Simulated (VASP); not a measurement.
# BaTiO3 (Amm2) in VASP: notebook

Runs on BaTiO3. Level: PBEsol. Tasks: electric field gradients.

Everything below comes from runs of VASP 6.6.1. Logs are shortened: lines on timing, memory, paths and dates and some standing lists are left out, and cuts for length are marked.

## Step 1: The cell of the first run

Symmetry: Amm2, No. 38, orthorhombic system. Conventional cell: a = 3.957 Å, b = 5.636 Å, c = 5.653 Å, α = 90.00°, β = 90.00°, γ = 90.00°. Ba (site symmetry mm2) has 12 O at 2.78 to 2.87 Å and 8 Ti at 3.41 to 3.49 Å within 3.7 Å. Within 2.6 Å of Ti (site symmetry mm2) lie 6 O at 1.94 to 2.05 Å. O (site symmetry mm2) has 2 Ti at 1.98 Å within 2.6 Å. O (site symmetry m) has 2 Ti at 1.94 to 2.05 Å within 2.6 Å.

## Step 2: Electric field gradients, PBEsol (12.61 Å³/atom)

INCAR

```
SYSTEM = BaTiO3
PREC = Accurate
ENCUT = 1000
EDIFF = 1E-8
ISMEAR = -1
SIGMA = 0.05
LREAL = .False.
LASPH = .True.
NELM = 120
ALGO = Normal
ISIF = 2
LWAVE = .False.
LCHARG = .False.
GGA = PS
LEFG = .True.
NBANDS = 28
GGA_COMPAT = .False.
```

KPOINTS

```
regular mesh
0
Gamma
  8 8 8
  0 0 0
```

POSCAR

```
BaTiO3
1.0
    3.9573602681      0.0000000000      0.0000000000
    0.0000000000      2.8180088222      2.8267000956
    0.0000000000     -2.8180088222      2.8267000956
Ba Ti O
1 1 3
Direct
    0.0000000000      0.0000000000      0.0000000000
    0.5000000000      0.5079000000      0.5079000000
    0.0000000000      0.4921000000      0.4921000000
    0.5000000000      0.5025100000      0.9937100000
    0.5000000000      0.9937100000      0.5025100000
```

Potentials or basis: VASP PAW PBE potentials, release 64 (Ba_sv, Ti_sv, O_h).

Started as:

```bash
$ cat potpaw_PBE.64/Ba_sv/POTCAR potpaw_PBE.64/Ti_sv/POTCAR potpaw_PBE.64/O_h/POTCAR > POTCAR
$ mpirun -np 1 vasp_std > vasp.out
```

OUTCAR:

```text
SYSTEM = BaTiO3
   PREC = Accurate
   ENCUT = 1000
   EDIFF = 1E-8
   ISMEAR = -1
   LREAL = .False.
   LASPH = .True.
   NELM = 120
   ISIF = 2
   GGA = PS

 ion  position               nearest neighbor table
   1  0.000  0.000  0.000-   3 2.78   4 2.80   5 2.80   4 2.80   5 2.80   4 2.82   5 2.82   5 2.82
                             4 2.82   3 2.82   3 2.82   3 2.87   2 3.41   2 3.41   2 3.44   2 3.44
   2  0.500  0.508  0.508-   4 1.94   5 1.94   3 1.98   3 1.98   5 2.05   4 2.05   1 3.41   1 3.41
                             1 3.44   1 3.44   1 3.44   1 3.44   1 3.49   1 3.49
   3  0.000  0.492  0.492-   2 1.98   2 1.98   1 2.78   1 2.82   1 2.82   1 2.87
   4  0.500  0.503  0.994-   2 1.94   2 2.05   1 2.80   1 2.80   1 2.82   1 2.82
   5  0.500  0.994  0.503-   2 1.94   2 2.05   1 2.80   1 2.80   1 2.82   1 2.82

  LATTYP: Found a base centered orthorhombic cell.
 ALAT       =     5.6360176444
 B/A-ratio  =     1.0030841896
 C/A-ratio  =     0.7021554079

  Lattice vectors:

 A1 = (   0.0000000000,   2.8180088222,  -2.8267000956)
 A2 = (   0.0000000000,   2.8180088222,   2.8267000956)
 A3 = (   3.9573602681,   0.0000000000,   0.0000000000)

Analysis of symmetry for initial positions (statically):
=====================================================================
 Subroutine PRICEL returns:
 Original cell was already a primitive cell.

 Routine SETGRP: Setting up the symmetry group for a
 base centered orthorhombic supercell.

 Subroutine GETGRP returns: Found  4 space group operations
 (whereof  4 operations were pure point group operations)
 out of a pool of  8 trial point group operations.

The static configuration has the point symmetry C_2v.

Analysis of symmetry for dynamics (positions and initial velocities):
=====================================================================
 Subroutine PRICEL returns:
 Original cell was already a primitive cell.

 Routine SETGRP: Setting up the symmetry group for a
 base centered orthorhombic supercell.

 Subroutine GETGRP returns: Found  4 space group operations
 (whereof  4 operations were pure point group operations)
 out of a pool of  8 trial point group operations.

The dynamic configuration has the point symmetry C_2v.

 Subroutine INISYM returns: Found  4 space group operations
 (whereof  4 operations are pure point group operations),
[... 146 lines left out ...]
  free energy    TOTEN  =       -42.00622562 eV

  energy without entropy =      -42.00622562  energy(sigma->0) =      -42.00622562

 E-fermi :   5.1103     XC(G=0): -11.6092

 val. band max:        4.1861087124   @ k =   0.5000   0.5000   0.5000
 cond. band min:       5.9748408014   @ k =   0.0000   0.0000   0.0000
 fundamental gap:      1.7887320890
 Fermi energy:         5.1103277478

 k-point     1 :       0.0000    0.0000    0.0000
  band No.  band energies     occupation
      1     -52.0716      2.00000
      2     -28.4138      2.00000
      3     -28.4114      2.00000
      4     -28.4080      2.00000
      5     -20.5391      2.00000
      6     -12.6666      2.00000
[... 733 lines left out ...]
     27      12.2754      0.00000
     28      13.8970      0.00000

 [... further k-points ...]
[... 5 lines left out ...]
  --------------------------------------------------------------------------------------
  -------------------------------------------------------------------------------------
  Total        0.6887041      0.4210543      0.1135166      0.0000000      0.0000000      0.0000000
  in kB       17.5019148     10.7001796      2.8847761      0.0000000      0.0000000      0.0000000
  external PRESSURE =      10.3622902 kB  Pullay stress =       0.0000000 kB

 VOLUME and BASIS-vectors are now :
 -----------------------------------------------------------------------------
  energy-cutoff  :     1000.00
  volume of cell :       63.05
      direct lattice vectors                 reciprocal lattice vectors
     3.957360268  0.000000000  0.000000000     0.252693698  0.000000000  0.000000000
     0.000000000  2.818008822  2.826700096     0.000000000  0.177430247  0.176884701
     0.000000000 -2.818008822  2.826700096     0.000000000 -0.177430247  0.176884701

 POSITION                                       TOTAL-FORCE (eV/Angst)
 -----------------------------------------------------------------------------------
      0.00000      0.00000      0.00000         0.000000      0.000000      0.087752
      1.97868      0.00000      2.87136         0.000000      0.000000      0.143791
      0.00000      0.00000      2.78204         0.000000      0.000000      0.093169
      1.97868     -1.38421      4.22937         0.000000     -0.023156     -0.162356
      1.97868      1.38421      4.22937         0.000000      0.023156     -0.162356
 -----------------------------------------------------------------------------------
    total drift:                                0.000000     -0.000001      0.001775

  FREE ENERGIE OF THE ION-ELECTRON SYSTEM (eV)
  ---------------------------------------------------
  free  energy   TOTEN  =       -42.0062256238 eV

  energy  without entropy=      -42.0062256228  energy(sigma->0) =      -42.00622562

 Electric field gradients (V/A^2)
---------------------------------------------------------------------
 ion       V_xx      V_yy      V_zz      V_xy      V_xz      V_yz
---------------------------------------------------------------------
   1       0.722    -1.403     0.681     0.000    -0.000     0.000
   2      -6.072     3.200     2.872    -0.000    -0.000     0.000
   3      20.557    -9.845   -10.712     0.000     0.000    -0.000
   4     -11.314     5.152     6.162     0.000     0.000   -15.540
   5     -11.314     5.152     6.162    -0.000     0.000    15.540
---------------------------------------------------------------------

 Electric field gradients after diagonalization (V/A^2)
 (convention: |V_zz| > |V_xx| > |V_yy|)
----------------------------------------------------------------------
 ion       V_xx      V_yy      V_zz     asymmetry (V_yy - V_xx)/ V_zz
----------------------------------------------------------------------
   1       0.722     0.681    -1.403       0.029
   2       3.200     2.872    -6.072       0.054
   3     -10.712    -9.845    20.557       0.042
   4     -11.314    -9.891    21.205       0.067
   5     -11.314    -9.891    21.205       0.067
----------------------------------------------------------------------

           NMR quadrupolar parameters

 Cq : quadrupolar parameter    Cq=e*Q*V_zz/h
 eta: asymmetry parameters     (V_yy - V_xx)/ V_zz
 Q  : nuclear electric quadrupole moment in mb (millibarn)
----------------------------------------------------------------------
 ion       Cq(MHz)       eta       Q (mb)
----------------------------------------------------------------------
   1      -0.003       0.029       1.000
   2      -0.015       0.054       1.000
   3       0.050       0.042       1.000
   4       0.051       0.067       1.000
   5       0.051       0.067       1.000
----------------------------------------------------------------------
```

stdout:

```text
POSCAR found type information on POSCAR BaTiO
 POSCAR found :  3 types and       5 ions
 scaLAPACK will be used
 -----------------------------------------------------------------------------
|                                                                             |
|                                                                             |
|     You enforced a specific xc type in the INCAR file but a different       |
|     I HOPE YOU KNOW WHAT YOU ARE DOING!                                     |
|                                                                             |
 -----------------------------------------------------------------------------

 LDA part: xc-table for (Slater+PW92), standard interpolation
 POSCAR, INCAR and KPOINTS ok, starting setup
 FFT: planning ... GRIDC
 FFT: planning ... GRID_SOFT
 FFT: planning ... GRID
 WAVECAR not read
 entering main loop
ion   1

ion   2

ion   3

ion   4

ion   5
```

It took 13 min on 1 thread of Intel Xeon Platinum 8375C at 2.90GHz (Ice Lake), shared host; peak memory 0.61 GiB.

What came out:

```
Free energy                             : -42.0062 eV
Pressure                                : 1.0 GPa
Largest force                           : 0.164 eV/Å
Band gap on the k mesh                  : 1.79 eV (least direct gap 1.94 eV)
Largest electric field gradient by atom : Ba -1.4; Ti -6.1; O +20.6, +21.2 (each value once) V/Å²
```

Forces on the atoms (eV/Å):
```
Ba   0.000  0.000  0.088
Ti   0.000  0.000  0.144
O    0.000  0.000  0.093
O    0.000 -0.023 -0.162
O    0.000  0.023 -0.162
```

Stress tensor (GPa, compression positive):
```
1.75 0.00 0.00
0.00 1.07 0.00
0.00 0.00 0.29
```

Levels at points of the mesh, in eV from the valence-band top:
| k point | band 17 | band 18 | band 19 | band 20 | band 21 | band 22 | band 23 | band 24 |
| --- | --- | --- | --- | --- | --- | --- | --- | --- |
| (0.00, 0.00, 0.00) | -1.14 | -0.23 | -0.19 | -0.15 | 1.79 | 1.82 | 1.90 | 4.10 |
| (0.50, 0.00, 0.00) | -1.90 | -1.85 | -0.79 | -0.75 | 1.98 | 3.63 | 3.66 | 4.10 |
| (0.00, 0.50, 0.00) | -1.87 | -1.78 | -0.77 | -0.73 | 2.01 | 3.59 | 3.60 | 4.15 |
| (0.50, 0.50, 0.00) | -1.73 | -0.86 | -0.86 | -0.09 | 3.61 | 3.66 | 4.04 | 4.92 |
| (0.00, 0.50, 0.50) | -1.71 | -0.92 | -0.89 | -0.13 | 3.60 | 3.63 | 4.01 | 5.03 |
| (0.50, 0.50, 0.50) | -2.37 | -0.03 | 0.00 | 0.00 | 4.29 | 4.30 | 4.32 | 6.69 |

Electric field gradients, principal values (V/Å²):
```tsv
atom	least	middle	greatest (by size)
1 Ba	0.681	0.722	-1.403
2 Ti	2.872	3.200	-6.072
3 O	-9.845	-10.712	20.557
4 O	-9.891	-11.314	21.205
5 O	-9.891	-11.314	21.205
```

Caveat: without QUAD_EFG the Cq values of the log hold for a quadrupole moment of 1 mb, not for the nuclei; the PAW data sets were made with another functional, which shifts forces and pressure a little; spin-orbit coupling is left out, which moves the levels of the heavy elements. A k mesh can miss the band edges.

## Step 3: Electric field gradients, PBEsol

This run uses another cell than the first one, of 12.87 Å³/atom.

INCAR is that of step 2.

KPOINTS is that of step 2.

POSCAR, as its differences from that of step 2:

```diff
@@ -2,5 +2,5 @@
 1.0
-    3.9573602681      0.0000000000      0.0000000000
-    0.0000000000      2.8180088222      2.8267000956
-    0.0000000000     -2.8180088222      2.8267000956
+    3.9841000000      0.0000000000      0.0000000000
+    0.0000000000      2.8370500000      2.8458000000
+    0.0000000000     -2.8370500000      2.8458000000
 Ba Ti O
```

Potentials or basis: VASP PAW PBE potentials, release 64 (Ba_sv, Ti_sv, O_h).

Started as:

```bash
$ cat potpaw_PBE.64/Ba_sv/POTCAR potpaw_PBE.64/Ti_sv/POTCAR potpaw_PBE.64/O_h/POTCAR > POTCAR
$ mpirun -np 1 vasp_std > vasp.out
```

OUTCAR:

```text
SYSTEM = BaTiO3
   PREC = Accurate
   ENCUT = 1000
   EDIFF = 1E-8
   ISMEAR = -1
   LREAL = .False.
   LASPH = .True.
   NELM = 120
   ISIF = 2
   GGA = PS

 ion  position               nearest neighbor table
   1  0.000  0.000  0.000-   3 2.80   4 2.82   5 2.82   4 2.82   5 2.82   4 2.84   5 2.84   5 2.84
                             4 2.84   3 2.84   3 2.84   3 2.89   2 3.44   2 3.44   2 3.47   2 3.47
   2  0.500  0.508  0.508-   4 1.95   5 1.95   3 1.99   3 1.99   5 2.07   4 2.07   1 3.44   1 3.44
                             1 3.47   1 3.47   1 3.47   1 3.47   1 3.51   1 3.51
   3  0.000  0.492  0.492-   2 1.99   2 1.99   1 2.80   1 2.84   1 2.84   1 2.89
   4  0.500  0.503  0.994-   2 1.95   2 2.07   1 2.82   1 2.82   1 2.84   1 2.84
   5  0.500  0.994  0.503-   2 1.95   2 2.07   1 2.82   1 2.82   1 2.84   1 2.84

  LATTYP: Found a base centered orthorhombic cell.
[... 985 lines left out ...]
   4     -12.180     5.590     6.589     0.000     0.000   -16.841
   5     -12.180     5.590     6.589    -0.000     0.000    16.841
---------------------------------------------------------------------

 Electric field gradients after diagonalization (V/A^2)
 (convention: |V_zz| > |V_xx| > |V_yy|)
----------------------------------------------------------------------
 ion       V_xx      V_yy      V_zz     asymmetry (V_yy - V_xx)/ V_zz
----------------------------------------------------------------------
   1       0.720     0.623    -1.343       0.072
   2       3.082     2.795    -5.877       0.049
   3     -11.588   -10.725    22.313       0.039
   4     -12.180   -10.758    22.938       0.062
   5     -12.180   -10.758    22.938       0.062
----------------------------------------------------------------------

           NMR quadrupolar parameters

 Cq : quadrupolar parameter    Cq=e*Q*V_zz/h
 eta: asymmetry parameters     (V_yy - V_xx)/ V_zz
 Q  : nuclear electric quadrupole moment in mb (millibarn)
----------------------------------------------------------------------
 ion       Cq(MHz)       eta       Q (mb)
----------------------------------------------------------------------
   1      -0.003       0.072       1.000
   2      -0.014       0.049       1.000
   3       0.054       0.039       1.000
   4       0.055       0.062       1.000
   5       0.055       0.062       1.000
----------------------------------------------------------------------
```

OSZICAR:

```text
N       E                     dE             d eps       ncg     rms          rms(c)
DAV:   1     0.608168379760E+03    0.60817E+03   -0.30183E+04  5880   0.251E+03
DAV:   2     0.613623669086E+02   -0.54681E+03   -0.52261E+03  6112   0.569E+02
DAV:   3    -0.451734209970E+02   -0.10654E+03   -0.10022E+03  9028   0.194E+02
DAV:   4    -0.519758703262E+02   -0.68024E+01   -0.67755E+01  7796   0.478E+01
DAV:   5    -0.522584409430E+02   -0.28257E+00   -0.28233E+00  9048   0.912E+00    0.228E+01
DAV:   6    -0.421808197001E+02    0.10078E+02   -0.52718E+01  8776   0.646E+01    0.982E+00
DAV:   7    -0.421687948104E+02    0.12025E-01   -0.95474E+00  8240   0.215E+01    0.676E+00
DAV:   8    -0.419964284769E+02    0.17237E+00   -0.83348E-01  7224   0.804E+00    0.312E+00
DAV:   9    -0.420231596290E+02   -0.26731E-01   -0.28235E-01  8560   0.417E+00    0.139E+00
DAV:  10    -0.420025092589E+02    0.20650E-01   -0.10796E-01  6900   0.348E+00    0.531E-01
DAV:  11    -0.420006898157E+02    0.18194E-02   -0.12626E-02  7772   0.656E-01    0.111E-01
DAV:  12    -0.420008171132E+02   -0.12730E-03   -0.13613E-03  8268   0.331E-01    0.107E-01
DAV:  13    -0.420006280895E+02    0.18902E-03   -0.66510E-04  7456   0.273E-01    0.112E-02
DAV:  14    -0.420006312514E+02   -0.31619E-05   -0.35364E-05  7788   0.394E-02    0.705E-03
DAV:  15    -0.420006310888E+02    0.16267E-06   -0.59178E-06  8876   0.194E-02    0.466E-03
DAV:  16    -0.420006308116E+02    0.27720E-06   -0.14878E-06  8948   0.102E-02    0.223E-03
DAV:  17    -0.420006307921E+02    0.19424E-07   -0.36346E-07  7384   0.613E-03    0.424E-04
DAV:  18    -0.420006307991E+02   -0.69958E-08   -0.25906E-08  6296   0.122E-03
   1 F= -.42000631E+02 E0= -.42000631E+02  d E =-.153249E-08
```

Run time: 11 min. Hardware: 1 thread of Intel Xeon Platinum 8375C at 2.90GHz (Ice Lake), shared host; peak memory 0.62 GiB.

Results:

```
Free energy                             : -42.0006 eV
Pressure                                : -2.4 GPa
Largest force                           : 0.213 eV/Å
Band gap on the k mesh                  : 1.75 eV (least direct gap 1.92 eV)
Largest electric field gradient by atom : Ba -1.3; Ti -5.9; O +22.3, +22.9 (each value once) V/Å²
```

Forces in eV/Å, atoms in the order of the input:
```
Ba   0.000  0.000  0.086
Ti   0.000  0.000  0.213
O    0.000  0.000  0.101
O    0.000  0.026 -0.200
O    0.000 -0.026 -0.200
```

Stress tensor (GPa, compression positive):
```
-1.74  0.00  0.00
 0.00 -2.42  0.00
 0.00  0.00 -3.11
```

Levels at points of the mesh, in eV from the valence-band top:
```tsv
k point	band 17	band 18	band 19	band 20	band 21	band 22	band 23	band 24
(0.00, 0.00, 0.00)	-1.11	-0.24	-0.21	-0.17	1.75	1.78	1.86	3.96
(0.50, 0.00, 0.00)	-1.87	-1.83	-0.79	-0.75	1.94	3.52	3.56	3.96
(0.00, 0.50, 0.00)	-1.84	-1.76	-0.77	-0.73	1.96	3.49	3.50	4.00
(0.50, 0.50, 0.00)	-1.74	-0.88	-0.87	-0.09	3.50	3.55	3.93	4.75
(0.00, 0.50, 0.50)	-1.72	-0.93	-0.91	-0.13	3.50	3.52	3.90	4.86
(0.50, 0.50, 0.50)	-2.38	-0.03	0.00	0.00	4.16	4.17	4.19	6.60
```

Electric field gradients, principal values (V/Å²):
```csv
atom,least,middle,greatest (by size)
1 Ba,0.623,0.720,-1.343
2 Ti,2.795,3.082,-5.877
3 O,-10.725,-11.588,22.313
4 O,-10.758,-12.180,22.938
5 O,-10.758,-12.180,22.938
```

Caveat: without QUAD_EFG the Cq values of the log hold for a quadrupole moment of 1 mb, not for the nuclei; the PAW data sets were made with another functional, which shifts forces and pressure a little; spin-orbit coupling is left out, which moves the levels of the heavy elements.
